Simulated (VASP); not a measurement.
# Re2S3 (P-3m1) in VASP: relaxation of cell and atoms with PBE

Aim: the relaxation of cell and atoms of Re2S3 with PBE.

Everything below comes from runs of VASP 6.6.1. Logs are shortened: lines on timing, memory, paths and dates and some standing lists are left out, and cuts for length are marked.

## (1) The cell of the first run

The structure is trigonal, space group P-3m1 (No. 164). Conventional cell: a = 4.055 Å, b = 4.055 Å, c = 6.308 Å, α = 90.00°, β = 90.00°, γ = 120.00°. Within 3.2 Å of Re (site symmetry 3m) lie 7 S at 2.44 to 2.81 Å. S (site symmetry -3m) has 6 Re at 2.81 Å and 6 S at 3.24 Å within 3.7 Å. Within 3.3 Å of S (site symmetry 3m) lie 4 Re at 2.44 to 2.52 Å and 6 S at 2.97 to 3.24 Å.

## (2) Relaxation of cell and atoms, PBE

File INCAR:

```
PREC = Accurate
ENCUT = 600
EDIFF = 1E-7
ISMEAR = 0
SIGMA = 0.1
LREAL = F
LASPH = T
NELM = 80
ALGO = Normal
ISIF = 3
LWAVE = F
LCHARG = F
GGA = PE
IBRION = 2
NSW = 90
EDIFFG = -0.04
```

File KPOINTS:

```
Automatic mesh
0
Gamma
  6 6 4
```

File POSCAR:

```
Re2S3
1.0
    4.0545505237      0.0000000000      0.0000000000
   -2.0272752618      3.5113437544      0.0000000000
    0.0000000000      0.0000000000      6.3082220076
Re S
2 3
Direct
    0.3333333333      0.6666666667      0.2450000000
    0.6666666667      0.3333333333      0.7550000000
    0.0000000000      0.0000000000      0.0000000000
    0.3333333333      0.6666666667      0.6450000000
    0.6666666667      0.3333333333      0.3550000000
```

Potentials or basis: VASP PAW PBE potentials, release 64 (Re, S).

The run is started by

```bash
> cat potpaw_PBE.64/Re/POTCAR potpaw_PBE.64/S/POTCAR > POTCAR
> mpirun -np 1 vasp_std > vasp.out
```

OUTCAR:

```text
PREC = Accurate
   ENCUT = 600
   EDIFF = 1E-7
   ISMEAR = 0
   LREAL = F
   LASPH = T
   NELM = 80
   ISIF = 3
   GGA = PE
   IBRION = 2
   NSW = 90
   EDIFFG = -0.04

 ion  position               nearest neighbor table
   1  0.333  0.667  0.245-   5 2.44   5 2.44   5 2.44   4 2.52   3 2.81   3 2.81   3 2.81
   2  0.667  0.333  0.755-   4 2.44   4 2.44   4 2.44   5 2.52   3 2.81   3 2.81   3 2.81
   3  0.000  0.000  0.000-   1 2.81   2 2.81   1 2.81   2 2.81   2 2.81   1 2.81
   4  0.333  0.667  0.645-   2 2.44   2 2.44   2 2.44   1 2.52
   5  0.667  0.333  0.355-   1 2.44   1 2.44   1 2.44   2 2.52

  LATTYP: Found a hexagonal cell.
 ALAT       =     4.0545505237
 C/A-ratio  =     1.5558375634

  Lattice vectors:

 A1 = (   4.0545505237,   0.0000000000,   0.0000000000)
 A2 = (  -2.0272752618,   3.5113437544,   0.0000000000)
 A3 = (   0.0000000000,   0.0000000000,   6.3082220076)

Analysis of symmetry for initial positions (statically):
=====================================================================
 Subroutine PRICEL returns:
 Original cell was already a primitive cell.

 Routine SETGRP: Setting up the symmetry group for a
 hexagonal supercell.

 Subroutine GETGRP returns: Found 12 space group operations
 (whereof 12 operations were pure point group operations)
 out of a pool of 24 trial point group operations.

The static configuration has the point symmetry D_3d.

Analysis of symmetry for dynamics (positions and initial velocities):
=====================================================================
 Subroutine PRICEL returns:
 Original cell was already a primitive cell.

 Routine SETGRP: Setting up the symmetry group for a
 hexagonal supercell.

 Subroutine GETGRP returns: Found 12 space group operations
 (whereof 12 operations were pure point group operations)
 out of a pool of 24 trial point group operations.

The dynamic configuration has the point symmetry D_3d.

 Subroutine INISYM returns: Found 12 space group operations
 (whereof 12 operations are pure point group operations),
 and found     1 'primitive' translations

----------------------------------------------------------------------------------------

                                     Primitive cell

  volume of cell :      89.8097

  direct lattice vectors                    reciprocal lattice vectors
     4.054550524  0.000000000  0.000000000     0.246636463  0.142395628  0.000000000
    -2.027275262  3.511343754  0.000000000     0.000000000  0.284791257  0.000000000
     0.000000000  0.000000000  6.308222008     0.000000000  0.000000000  0.158523273

  length of vectors
     4.054550524  4.054550524  6.308222008     0.284791257  0.284791257  0.158523273

  position of ions in fractional coordinates (direct lattice)
     0.333333333  0.666666667  0.245000000
     0.666666667  0.333333333  0.755000000
     0.000000000  0.000000000  0.000000000
     0.333333333  0.666666667  0.645000000
     0.666666667  0.333333333  0.355000000

  ion indices of the primitive-cell ions
   primitive index   ion index
                 1           1
                 2           2
                 3           3
                 4           4
                 5           5

----------------------------------------------------------------------------------------

 KPOINTS: Automatic mesh

Automatic generation of k-mesh.
 Grid dimensions read from file:
 generate k-points for:    6    6    4

 Generating k-lattice:

  Cartesian coordinates                     Fractional coordinates (reciprocal lattice)
     0.041106077  0.023732605  0.000000000     0.166666667 -0.000000000  0.000000000
     0.000000000  0.047465209  0.000000000     0.000000000  0.166666667  0.000000000
     0.000000000  0.000000000  0.039630818     0.000000000  0.000000000  0.250000000

  Length of vectors
     0.047465209  0.047465209  0.039630818

  Shift w.r.t. Gamma in fractional coordinates (k-lattice)
     0.000000000  0.000000000  0.000000000

 Subroutine IBZKPT returns following result:
 ===========================================

 Found     24 irreducible k-points:

 Following reciprocal coordinates:
            Coordinates               Weight
  0.000000  0.000000  0.000000      1.000000
  0.166667  0.000000  0.000000      6.000000
  0.333333  0.000000  0.000000      6.000000
  0.500000  0.000000  0.000000      3.000000
  0.166667  0.166667  0.000000      6.000000
  0.333333  0.166667  0.000000     12.000000
[... 16 lines left out ...]
  0.333333  0.166667  0.500000     12.000000
  0.333333  0.333333  0.500000      2.000000
   k-points           NKPTS =     24   k-points in BZ     NKDIM =     24   number of bands    NBANDS=     20
   number of dos      NEDOS =    301   number of ions     NIONS =      5
   total plane-waves  NPLWV =  51200
   dimension x,y,z NGX =    32 NGY =   32 NGZ =   50
   dimension x,y,z NGXF=    64 NGYF=   64 NGZF=  100
   ions per type =               2   3
   NGX,Y,Z   is equivalent  to a cutoff of  13.12, 13.12, 13.18 a.u.
   NGXF,Y,Z  is equivalent  to a cutoff of  26.24, 26.24, 26.35 a.u.
 SYSTEM =  unknown system
   PREC   = accura    normal or accurate (medium, high low for compatibility)
   ISTART =      0    job   : 0-new  1-cont  2-samecut
   ICHARG =      2    charge: 1-file 2-atom 10-const
   ISPIN  =      1    spin polarized calculation?
   LNONCOLLINEAR =      F non collinear calculations
   LSORBIT =      F    spin-orbit coupling
   LASPH  =      T    aspherical Exc in radial PAW
   ENCUT  =  600.0 eV  44.10 Ry    6.64 a.u.   8.10  8.10 12.60*2*pi/ulx,y,z
   NELM   =     80;   NELMIN=  2; NELMDL= -5     # of ELM steps
   EDIFF  = 0.1E-06   stopping-criterion for ELM
   LREAL  =      F    real-space projection
   EDIFFG = -.4E-01   stopping-criterion for IOM
   NSW    =     90    number of steps for IOM
   IBRION =      2    ionic relax: 0-MD 1-quasi-New 2-CG
   NFREE  =      1    steps in history (QN), initial steepest desc. (CG)
   ISIF   =      3    stress and relaxation
   ISYM   =      2    0-nonsym 1-usesym 2-fastsym
   POTIM  = 0.5000    time-step for ionic-motion
   TEBEG  =    0.0;   TEEND  =   0.0 temperature during run
   PSTRESS=    0.0 pullay stress
   NELECT =      32.0000    total number of electrons
   NUPDOWN=      -1.0000    fix difference up-down
   EMIN   =  10.00;   EMAX   =-10.00  energy-range for DOS
   EFERMI =   0.00;   METHOD = LEGACY
   ISMEAR =     0;   SIGMA  =   0.10  broadening in eV -4-tet -1-fermi 0-gaus
   EFERMI_NEDOS =   21; number of points for ismear=-14 and -15
   IALGO  =     38    algorithm
   IMIX   =      4    mixing-type and parameters
     AMIX     =   0.40;   BMIX     =  1.00
     AMIX_MAG =   1.60;   BMIX_MAG =  1.00
  volume/ion in A,a.u.               =      17.96       121.21
  Fermi-wavevector in a.u.,A,eV,Ry     =   1.160603  2.193222 18.327049  1.347000
  Thomas-Fermi vector in A             =   2.297184
   LORBIT       =      0    0 simple, 1 ext, 2 COOP (PROOUT), +10 PAW based schemes
   GGA     = PE    functional components
   LHFCALC =     F    Hartree Fock is set to
   AEXX    =    0.0000 exact exchange contribution
   IVDW    =     0    specifies the selected vdW correction
   LEPSILON=     F    determine dielectric tensor
   LRPA    =     F    only Hartree local field effects (RPA)
 conjugate gradient relaxation of ions
 non-spin polarized calculation
 Gauss-broadening in eV      SIGMA  =   0.10
  energy-cutoff  :      600.00
  volume of cell :       89.81
 maximum number of plane-waves:      3008
   NGX = 17   NGY = 17   NGZ = 25

--------------------------------------- Ionic step        1  -------------------------------------------

 number of electron      32.0000000 magnetization

 Free energy of the ion-electron system (eV)
  ---------------------------------------------------
  ext. energy  EPLUGINS =         0.00000000
  ---------------------------------------------------
  free energy    TOTEN  =       -34.81189694 eV

  energy without entropy =      -34.79893877  energy(sigma->0) =      -34.80541786

------------------------ aborting loop because EDIFF is reached ----------------------------------------

  FORCE on cell =-STRESS in cart. coord.  units (eV):
  Direction    XX          YY          ZZ          XY          YZ          ZX
  --------------------------------------------------------------------------------------
  -------------------------------------------------------------------------------------
  Total       -9.5422345     -9.5422345     -6.6566126     -0.0000000      0.0000000     -0.0000000
  in kB     -170.2306015   -170.2306015   -118.7519721     -0.0000000      0.0000000     -0.0000000
  external PRESSURE =    -153.0710584 kB  Pullay stress =       0.0000000 kB
[... 98 lines left out ...]
  FREE ENERGIE OF THE ION-ELECTRON SYSTEM (eV)
  ---------------------------------------------------
  free  energy   TOTEN  =       -35.3643480759 eV

  energy  without entropy=      -35.3558223830  energy(sigma->0) =      -35.36008523

[... ionic steps 4 to 11 ...]

--------------------------------------- Ionic step       12  -------------------------------------------

 number of electron      32.0000000 magnetization

------------------------ aborting loop because EDIFF is reached ----------------------------------------

  FORCE on cell =-STRESS in cart. coord.  units (eV):
  Direction    XX          YY          ZZ          XY          YZ          ZX
  --------------------------------------------------------------------------------------
  -------------------------------------------------------------------------------------
  Total        0.1325606      0.1325606      0.3323734      0.0000000     -0.0000000      0.0000000
  in kB        2.6292929      2.6292929      6.5925080      0.0000000     -0.0000000      0.0000000
  external PRESSURE =       3.9503646 kB  Pullay stress =       0.0000000 kB
[... 63 lines left out ...]
  energy  without entropy=      -35.4834285322  energy(sigma->0) =      -35.48674817

--------------------------------------- Ionic step       14  -------------------------------------------

 number of electron      32.0000000 magnetization

 Free energy of the ion-electron system (eV)
  ---------------------------------------------------
  ext. energy  EPLUGINS =         0.00000000
  ---------------------------------------------------
  free energy    TOTEN  =       -35.49055650 eV

  energy without entropy =      -35.48364231  energy(sigma->0) =      -35.48709940

 E-fermi :   7.8048     XC(G=0): -11.6346

 val. band max:        7.7586414286   @ k =   0.0000   0.0000   0.2500
 cond. band min:       7.8206880022   @ k =   0.3333   0.0000   0.5000
 fundamental gap:      0.0620465735
 Fermi energy:         7.8047899901

 k-point     1 :       0.0000    0.0000    0.0000
  band No.  band energies     occupation
      1      -8.9448      2.00000
      2      -6.2251      2.00000
      3      -5.8445      2.00000
      4       0.9959      2.00000
      5       1.0698      2.00000
      6       1.0698      2.00000
[... 12 lines left out ...]
     19       9.8466      0.00000
[... 560 lines left out ...]
  FREE ENERGIE OF THE ION-ELECTRON SYSTEM (eV)
  ---------------------------------------------------
  free  energy   TOTEN  =       -35.4905564971 eV

  energy  without entropy=      -35.4836423061  energy(sigma->0) =      -35.48709940

 reached required accuracy - stopping structural energy minimisation
```

It took 5.7 min on 1 thread of Intel Xeon Platinum 8375C at 2.90GHz (Ice Lake), shared host; peak memory 0.25 GiB.

What came out:

- Free energy: -35.4906 eV
- Relaxed volume: 16.18 Å³/atom
- Relaxed cell: a = 3.811 Å, b = 3.811 Å, c = 6.432 Å, α = 90.00°, β = 90.00°, γ = 120.00°
- Space group after relaxing (to 0.1 Å): P-3m1 (No. 164)
- Energy gained by relaxing: 135.7 meV/atom
- Ionic steps: 14
- Pressure after relaxing: 0.0 GPa
- Largest force after relaxing: 0.031 eV/Å
- Band gap on the k mesh: zero (bands 16 and 17 overlap by 0.44 eV)

Forces on the atoms (eV/Å):
```
Re   0.000  0.000 -0.031
Re   0.000  0.000  0.031
S    0.000  0.000  0.000
S    0.000  0.000  0.026
S    0.000  0.000 -0.026
```

Stress tensor (GPa, compression positive):
```
-0.07  0.00  0.00
 0.00 -0.07  0.00
 0.00  0.00  0.11
```

Step by step:
| step | energy change (eV) | largest force (eV/Å) | pressure (GPa) | volume (Å³) |
| --- | --- | --- | --- | --- |
| 1 | 0.0000 | 0.8321 | -15.31 | 89.81 |
| 2 | 0.5589 | 2.4892 | 38.42 | 69.28 |
| 3 | -0.5525 | 1.0527 | 0.00 | 80.37 |
| 4 | -0.5533 | 1.0601 | 0.63 | 80.09 |
| 5 | -0.6464 | 0.2800 | 0.29 | 79.62 |
| 6 | -0.6508 | 0.1885 | 0.23 | 79.50 |
| 7 | -0.6508 | 0.2052 | 0.22 | 79.49 |
| 8 | -0.6562 | 0.1985 | 0.04 | 79.70 |
| 9 | -0.6694 | 0.1404 | -0.43 | 80.35 |
| 10 | -0.6739 | 0.1700 | -1.09 | 81.62 |
| 11 | -0.6760 | 0.1311 | -0.88 | 81.17 |
| 12 | -0.6780 | 0.0835 | 0.40 | 80.78 |
| 13 | -0.6782 | 0.0628 | 0.15 | 80.85 |
| 14 | -0.6787 | 0.0313 | -0.01 | 80.92 |

Final structure:
```cif
data_structure
_symmetry_space_group_name_H-M 'P 1'
_symmetry_Int_Tables_number 1
_cell_length_a 3.8114
_cell_length_b 3.8114
_cell_length_c 6.4321
_cell_angle_alpha 90.000
_cell_angle_beta 90.000
_cell_angle_gamma 120.000
_cell_volume 80.92
loop_
_atom_site_label
_atom_site_type_symbol
_atom_site_fract_x
_atom_site_fract_y
_atom_site_fract_z
_atom_site_occupancy
Re1 Re 0.33333 0.66667 0.25241 1
Re2 Re 0.66667 0.33333 0.74759 1
S1 S 0.00000 0.00000 0.00000 1
S2 S 0.33333 0.66667 0.62767 1
S3 S 0.66667 0.33333 0.37233 1
```

Caveat: spin-orbit coupling is left out, which moves the levels of the heavy elements.
